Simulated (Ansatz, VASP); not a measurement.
Two plane-wave programs on Co

```
Co
1.0
     3.90562    0.00000    0.00000
    -1.95281    3.38236    0.00000
     0.00000    0.00000    2.39219
Co
3
Direct
  0.00000 0.00000 0.00000
  0.33333 0.66667 0.50000
  0.66667 0.33333 0.50000
```

Alike in both runs: task single point; functional PBEsol; k mesh 11 × 11 × 15; occupations fermi-dirac, width 0.1 eV; no spin polarisation.

|  | VASP | Ansatz |
| --- | --- | --- |
| version | VASP 6.6.1 | Ansatz 0.2.0 |
| potentials or method | VASP PAW PBE potentials, release 64 (Co), cutoff 520 eV | plane waves (420 eV) with PAW, scalar-relativistic |
| valence electrons in the cell | 27 | 51 |

```tsv
	VASP	Ansatz	Ansatz less VASP
pressure (GPa)	-10.4	-9.7	+0.72
traceless stress, the component that is largest in VASP (GPa)	0.63	0.66	+0.029
```

VASP's potentials were made for PBE, not for PBEsol, and Ansatz warns of the same on its side. With one functional, cell and mesh, what is left measures potentials, basis and numerics. VASP's potentials hold 27 valence electrons a cell and Ansatz's 51, so a difference there can come from the potentials and not from the codes.
